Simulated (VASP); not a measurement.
# Mg (P6_3/mmc) in VASP: a series of runs

Runs on Mg. Level: LDA. Tasks: single point, relaxation of cell and atoms.

Program: VASP 6.6.1. These are calculated values, not measurements. Logs are shortened: lines on timing, memory, paths and dates and some standing lists are left out, and cuts for length are marked.

### 1 The cell of the first run

It takes space group P6_3/mmc (No. 194, hexagonal). Conventional cell: a = 3.137 Å, b = 3.137 Å, c = 5.079 Å, α = 90.00°, β = 90.00°, γ = 120.00°. Mg (site symmetry -6m2) has 12 Mg at 3.12 to 3.14 Å within 4.1 Å.

### 2 Single point, LDA

The input, INCAR:

```
  ALGO = Normal
  EDIFF = 1E-7
  ENCUT = 520
  ISIF = 2
  ISMEAR = -1
  LASPH = True
  LCHARG = False
  LREAL = False
  LWAVE = False
  NBANDS = 9
  NELM = 100
  PREC = Accurate
  SIGMA = 0.1
```

The input, KPOINTS:

```
k-points
0
Gamma
  16 16 9
```

The input, POSCAR:

```
Mg
1.0
    3.1367078614      0.0000000000      0.0000000000
   -1.5683539307      2.7164686922      0.0000000000
    0.0000000000      0.0000000000      5.0790567539
Mg
2
Direct
    0.3333333333      0.6666666667      0.2500000000
    0.6666666667      0.3333333333      0.7500000000
```

Potentials or basis: VASP PAW LDA potentials, release 64 (Mg).

Launch:

```
$ cat potpaw_LDA.64/Mg/POTCAR > POTCAR
$ mpirun -np 1 vasp_std > vasp.out
```

OUTCAR:

```text
EDIFF = 1E-7
   ENCUT = 520
   ISIF = 2
   ISMEAR = -1
   LASPH = True
   LREAL = False
   NELM = 100
   PREC = Accurate

 ion  position               nearest neighbor table
   1  0.333  0.667  0.250-   2 3.12   2 3.12   2 3.12   2 3.12   2 3.12   2 3.12
   2  0.667  0.333  0.750-   1 3.12   1 3.12   1 3.12   1 3.12   1 3.12   1 3.12

  LATTYP: Found a hexagonal cell.
 ALAT       =     3.1367078614
 C/A-ratio  =     1.6192316844

  Lattice vectors:

 A1 = (   3.1367078614,   0.0000000000,   0.0000000000)
 A2 = (  -1.5683539307,   2.7164686922,   0.0000000000)
 A3 = (   0.0000000000,   0.0000000000,   5.0790567539)

Analysis of symmetry for initial positions (statically):
=====================================================================
 Subroutine PRICEL returns:
 Original cell was already a primitive cell.

 Routine SETGRP: Setting up the symmetry group for a
 hexagonal supercell.

 Subroutine GETGRP returns: Found 24 space group operations
 (whereof 12 operations were pure point group operations)
 out of a pool of 24 trial point group operations.

The static configuration has the point symmetry D_3d.
 The point group associated with its full space group is D_6h.

Analysis of symmetry for dynamics (positions and initial velocities):
=====================================================================
 Subroutine PRICEL returns:
 Original cell was already a primitive cell.

 Routine SETGRP: Setting up the symmetry group for a
 hexagonal supercell.

 Subroutine GETGRP returns: Found 24 space group operations
 (whereof 12 operations were pure point group operations)
 out of a pool of 24 trial point group operations.

The dynamic configuration has the point symmetry D_3d.
 The point group associated with its full space group is D_6h.

 Subroutine INISYM returns: Found 24 space group operations
 (whereof 12 operations are pure point group operations),
 and found     1 'primitive' translations

----------------------------------------------------------------------------------------

                                     Primitive cell

  volume of cell :      43.2775

  direct lattice vectors                    reciprocal lattice vectors
     3.136707861  0.000000000  0.000000000     0.318805590  0.184062493  0.000000000
    -1.568353931  2.716468692  0.000000000     0.000000000  0.368124986  0.000000000
     0.000000000  0.000000000  5.079056754     0.000000000  0.000000000  0.196886951

  length of vectors
     3.136707861  3.136707861  5.079056754     0.368124986  0.368124986  0.196886951

  position of ions in fractional coordinates (direct lattice)
     0.333333333  0.666666667  0.250000000
     0.666666667  0.333333333  0.750000000

  ion indices of the primitive-cell ions
   primitive index   ion index
                 1           1
                 2           2

----------------------------------------------------------------------------------------

 KPOINTS: k-points

Automatic generation of k-mesh.
 Grid dimensions read from file:
 generate k-points for:   16   16    9

 Generating k-lattice:

  Cartesian coordinates                     Fractional coordinates (reciprocal lattice)
     0.019925349  0.011503906  0.000000000     0.062500000  0.000000000  0.000000000
     0.000000000  0.023007812  0.000000000     0.000000000  0.062500000  0.000000000
     0.000000000  0.000000000  0.021876328     0.000000000  0.000000000  0.111111111

  Length of vectors
     0.023007812  0.023007812  0.021876328

  Shift w.r.t. Gamma in fractional coordinates (k-lattice)
     0.000000000  0.000000000  0.000000000

 Subroutine IBZKPT returns following result:
 ===========================================

 Found    150 irreducible k-points:

 Following reciprocal coordinates:
            Coordinates               Weight
  0.000000  0.000000  0.000000      1.000000
  0.062500  0.000000  0.000000      6.000000
  0.125000  0.000000  0.000000      6.000000
  0.187500 -0.000000  0.000000      6.000000
  0.250000  0.000000  0.000000      6.000000
  0.312500 -0.000000  0.000000      6.000000
[... 16 lines left out ...]
  0.187500  0.187500  0.000000      6.000000
  0.250000  0.187500  0.000000     12.000000
 [... further k-points ...]
   k-points           NKPTS =    150   k-points in BZ     NKDIM =    150   number of bands    NBANDS=      9
   number of dos      NEDOS =    301   number of ions     NIONS =      2
   total plane-waves  NPLWV =  23040
   dimension x,y,z NGX =    24 NGY =   24 NGZ =   40
   dimension x,y,z NGXF=    48 NGYF=   48 NGZF=   80
   ions per type =               2
   NGX,Y,Z   is equivalent  to a cutoff of  12.72, 12.72, 13.09 a.u.
   NGXF,Y,Z  is equivalent  to a cutoff of  25.44, 25.44, 26.19 a.u.
 SYSTEM =  unknown system
   PREC   = accura    normal or accurate (medium, high low for compatibility)
   ISTART =      0    job   : 0-new  1-cont  2-samecut
   ICHARG =      2    charge: 1-file 2-atom 10-const
   ISPIN  =      1    spin polarized calculation?
   LNONCOLLINEAR =      F non collinear calculations
   LSORBIT =      F    spin-orbit coupling
   LASPH  =      T    aspherical Exc in radial PAW
   ENCUT  =  520.0 eV  38.22 Ry    6.18 a.u.   5.83  5.83  9.44*2*pi/ulx,y,z
   NELM   =    100;   NELMIN=  2; NELMDL= -5     # of ELM steps
   EDIFF  = 0.1E-06   stopping-criterion for ELM
   LREAL  =      F    real-space projection
   EDIFFG = 0.1E-05   stopping-criterion for IOM
   NSW    =      0    number of steps for IOM
   IBRION =     -1    ionic relax: 0-MD 1-quasi-New 2-CG
   NFREE  =      0    steps in history (QN), initial steepest desc. (CG)
   ISIF   =      2    stress and relaxation
   ISYM   =      2    0-nonsym 1-usesym 2-fastsym
   POTIM  = 0.5000    time-step for ionic-motion
   TEBEG  =    0.0;   TEEND  =   0.0 temperature during run
   PSTRESS=    0.0 pullay stress
   NELECT =       4.0000    total number of electrons
   NUPDOWN=      -1.0000    fix difference up-down
   EMIN   =  10.00;   EMAX   =-10.00  energy-range for DOS
   EFERMI =   0.00;   METHOD = LEGACY
   ISMEAR =    -1;   SIGMA  =   0.10  broadening in eV -4-tet -1-fermi 0-gaus
   EFERMI_NEDOS =   21; number of points for ismear=-14 and -15
   IALGO  =     38    algorithm
   IMIX   =      4    mixing-type and parameters
     AMIX     =   0.40;   BMIX     =  1.00
     AMIX_MAG =   1.60;   BMIX_MAG =  1.00
  volume/ion in A,a.u.               =      21.64       146.03
  Fermi-wavevector in a.u.,A,eV,Ry     =   0.740186  1.398749  7.454297  0.547875
  Thomas-Fermi vector in A             =   1.834528
   LORBIT       =      0    0 simple, 1 ext, 2 COOP (PROOUT), +10 PAW based schemes
   GGA     = CA    functional components
   LHFCALC =     F    Hartree Fock is set to
   AEXX    =    0.0000 exact exchange contribution
   IVDW    =     0    specifies the selected vdW correction
   LEPSILON=     F    determine dielectric tensor
   LRPA    =     F    only Hartree local field effects (RPA)
 non-spin polarized calculation
  energy-cutoff  :      520.00
  volume of cell :       43.28
 maximum number of plane-waves:      1182
 NGX is ok and might be reduce to    24
   NGX = 11   NGY = 11   NGZ = 19

 number of electron       4.0000000 magnetization

 Free energy of the ion-electron system (eV)
  ---------------------------------------------------
  ext. energy  EPLUGINS =         0.00000000
  ---------------------------------------------------
  free energy    TOTEN  =        -3.62997020 eV

  energy without entropy =       -3.60062351  energy(sigma->0) =       -3.61529685

 E-fermi :   2.7927     XC(G=0):  -8.8722

 val. band max:        2.7705147122   @ k =   0.3125   0.3125   0.2222
 cond. band min:       2.7949939831   @ k =   0.2500   0.1875   0.1111
 fundamental gap:      0.0244792709
 Fermi energy:         2.7927283689

 k-point     1 :       0.0000    0.0000    0.0000
  band No.  band energies     occupation
      1      -4.3941      2.00000
      2       1.0491      2.00000
      3       1.5351      1.99999
      4      13.9942      0.00000
      5      13.9942      0.00000
      6      14.1524      0.00000
      7      14.1524      0.00000
      8      14.9598      0.00000
      9      16.6825      0.00000

 k-point     2 :       0.0625    0.0000    0.0000
  band No.  band energies     occupation
      1      -4.3143      2.00000
      2       1.1213      2.00000
      3       1.6125      1.99999
      4      12.3458      0.00000
      5      13.0879      0.00000
      6      13.9116      0.00000
      7      15.1680      0.00000
      8      15.6985      0.00000
      9      17.1125      0.00000

 k-point     3 :       0.1250    0.0000    0.0000
  band No.  band energies     occupation
      1      -4.0754      2.00000
      2       1.3379      2.00000
      3       1.8430      1.99985
      4      10.3789      0.00000
      5      12.2346      0.00000
      6      13.0153      0.00000
      7      15.2282      0.00000
      8      15.6799      0.00000
      9      16.2389      0.00000

 k-point     4 :       0.1875   -0.0000    0.0000
  band No.  band energies     occupation
      1      -3.6787      2.00000
      2       1.6992      1.99996
      3       2.2205      1.99348
      4       8.4775      0.00000
      5      11.5121      0.00000
      6      12.0410      0.00000
      7      13.3359      0.00000
      8      14.5430      0.00000
      9      16.1620      0.00000
[... 205 lines left out ...]
 k-point    22 :       0.4375    0.1250    0.0000
  band No.  band energies     occupation
      1       0.7775      2.00000
      2       0.8041      2.00000
      3       5.7399      0.00000
      4       6.0153      0.00000
      5       6.0988      0.00000
      6       6.4045      0.00000
      7       8.2560      0.00000
      8      11.7986      0.00000
      9      12.8492      0.00000

 k-point    23 :       0.1875    0.1875    0.0000
  band No.  band energies     occupation
      1      -2.2651      2.00000
      2       3.0024      0.21877
      3       3.4597      0.00253
      4       6.0824      0.00000
      5       6.6371      0.00000
      6      10.8644      0.00000
      7      11.5634      0.00000
      8      11.7031      0.00000
      9      12.6475      0.00000

 k-point    24 :       0.2500    0.1875    0.0000
  band No.  band energies     occupation
      1      -1.4895      2.00000
      2       3.7274      0.00017
      3       3.8255      0.00007
      4       4.9151      0.00000
      5       6.1166      0.00000
      6       9.5207      0.00000
      7      10.5355      0.00000
      8      10.8607      0.00000
      9      12.0054      0.00000

 [... further k-points ...]

------------------------ aborting loop because EDIFF is reached ----------------------------------------

  FORCE on cell =-STRESS in cart. coord.  units (eV):
  Direction    XX          YY          ZZ          XY          YZ          ZX
  --------------------------------------------------------------------------------------
  -------------------------------------------------------------------------------------
  Total       -0.0841355     -0.0841355     -0.0926879      0.0000000      0.0000000      0.0000000
  in kB       -3.1147852     -3.1147852     -3.4314040      0.0000000      0.0000000      0.0000000
  external PRESSURE =      -3.2203248 kB  Pullay stress =       0.0000000 kB

 VOLUME and BASIS-vectors are now :
 -----------------------------------------------------------------------------
  energy-cutoff  :      520.00
  volume of cell :       43.28
      direct lattice vectors                 reciprocal lattice vectors
     3.136707861  0.000000000  0.000000000     0.318805590  0.184062493  0.000000000
    -1.568353931  2.716468692  0.000000000     0.000000000  0.368124986  0.000000000
     0.000000000  0.000000000  5.079056754     0.000000000  0.000000000  0.196886951

 POSITION                                       TOTAL-FORCE (eV/Angst)
 -----------------------------------------------------------------------------------
     -0.00000      1.81098      1.26976        -0.000000      0.000000      0.000000
      1.56835      0.90549      3.80929         0.000000     -0.000000      0.000000
 -----------------------------------------------------------------------------------
    total drift:                                0.000000     -0.000000      0.000000

  FREE ENERGIE OF THE ION-ELECTRON SYSTEM (eV)
  ---------------------------------------------------
  free  energy   TOTEN  =        -3.6299702006 eV

  energy  without entropy=       -3.6006235083  energy(sigma->0) =       -3.61529685
```

Wall time 11 s (1 thread of Intel Xeon 6975P-C (Granite Rapids), shared host); peak memory 0.17 GiB.

Results:

| Property | Result |
| --- | --- |
| Free energy | -3.6300 eV |
| Pressure | -0.3 GPa |
| Band gap on the k mesh | zero (bands 2 and 3 overlap by 2.26 eV) |

### 3 Relaxation of cell and atoms, LDA

The input, INCAR:

```
  PREC = Accurate
  ENCUT = 600
  EDIFF = 1E-6
  ISMEAR = -1
  SIGMA = 0.1
  LREAL = F
  LASPH = T
  NELM = 100
  ALGO = Normal
  ISIF = 3
  LWAVE = F
  LCHARG = F
  IBRION = 2
  NSW = 60
  EDIFFG = -0.005
```

The input, KPOINTS:

```
Automatic mesh
0
Gamma
  16 16 9
```

The input, POSCAR:

```
Mg
1.0
    3.1346296730      0.0000000000      0.0000000000
   -1.5673148365      2.7146689283      0.0000000000
    0.0000000000      0.0000000000      5.0781000703
Mg
2
Direct
    0.3333333333      0.6666666667      0.2500000000
    0.6666666667      0.3333333333      0.7500000000
```

Potentials or basis: VASP PAW LDA potentials, release 64 (Mg).

Launch:

```
$ cat potpaw_LDA.64/Mg/POTCAR > POTCAR
$ mpirun -np 1 vasp_std > vasp.out
```

It took 22 s on 1 thread of Intel Xeon 6975P-C (Granite Rapids), shared host; peak memory 0.2 GiB.

Results (log left out):

| Quantity | Value |
| --- | --- |
| Free energy | -3.6304 eV |
| Relaxed volume | 21.46 Å³/atom |
| Relaxed cell | a = 3.128 Å, b = 3.128 Å, c = 5.066 Å, α = 90.00°, β = 90.00°, γ = 120.00° |
| Space group after relaxing (to 0.1 Å) | P6_3/mmc (No. 194) |
| Energy gained by relaxing | 0.1 meV/atom |
| Ionic steps | 3 |
| Pressure after relaxing | 0.0 GPa |
| Band gap on the k mesh | zero (bands 2 and 3 overlap by 2.26 eV) |

The path:
```csv
step,energy change (eV),largest force (eV/Å),pressure (GPa),volume (Å³)
1,0.0000,0.0000,-0.26,43.21
2,-0.0002,0.0000,-0.06,42.99
3,-0.0002,0.0000,0.00,42.93
```

Final structure:
```cif
data_structure
_symmetry_space_group_name_H-M 'P 1'
_symmetry_Int_Tables_number 1
_cell_length_a 3.1282
_cell_length_b 3.1282
_cell_length_c 5.0656
_cell_angle_alpha 90.000
_cell_angle_beta 90.000
_cell_angle_gamma 120.000
_cell_volume 42.93
loop_
_atom_site_label
_atom_site_type_symbol
_atom_site_fract_x
_atom_site_fract_y
_atom_site_fract_z
_atom_site_occupancy
Mg1 Mg 0.33333 0.66667 0.25000 1
Mg2 Mg 0.66667 0.33333 0.75000 1
```

Levels at points of the mesh, in eV from the Fermi level:
```tsv
k point	band 1	band 2	band 3	band 4	band 5	band 6
(0.00, 0.00, 0.00)	-7.22	-1.76	-1.26	11.25	11.25	11.43
(0.50, 0.00, 0.00)	-2.25	-2.22	2.75	3.09	3.44	3.84
```
